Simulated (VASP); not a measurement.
# Ta: single point with PBEsol

Ta:

```
Ta
1.0
     2.90037    0.00000    0.00000
    -1.45019    2.51180    0.00000
     0.00000    0.00000    5.16627
Ta
2
Direct
  0.66667 0.33333 0.75000
  0.33333 0.66667 0.25000
```

```
Program             : VASP 6.6.1
Task                : single point
Functional          : PBEsol
Potentials or basis : VASP PAW PBE potentials, release 64 (Ta_pv)
Cutoff              : 520 eV
k mesh              : 11 × 11 × 6
Occupations         : gaussian, width 0.1 eV
Spin                : no spin polarisation
```

```
Pressure               : -7.1 GPa
Band gap on the k mesh : zero (band 11 reaches 6.78 eV, above the bottom of band 12 at 4.65 eV)
```

Stress tensor (GPa, compression positive):
```
-7.33  0.00  0.00
 0.00 -7.33  0.00
 0.00  0.00 -6.70
```

Levels at points of the mesh, in eV from the Fermi level:
```
           k point  band 7  band 8  band 9  band 10  band 11  band 12  band 13  band 14  band 15  band 16
(0.00, 0.00, 0.00)   -8.17   -4.90   -0.56    -0.10     0.60     0.60     1.16     1.16     2.95     2.95
(0.00, 0.00, 0.50)   -6.35   -6.35   -1.17    -1.17     0.65     0.65     0.65     0.65     4.39     4.39
```

It took 45 s on 1 thread of Intel Xeon 8259CL, with other jobs on the host, peak memory 0.18 GiB.

Caveat: the PAW data sets were made with another functional, which shifts forces and pressure a little; spin-orbit coupling is left out, which moves the levels of the heavy elements.
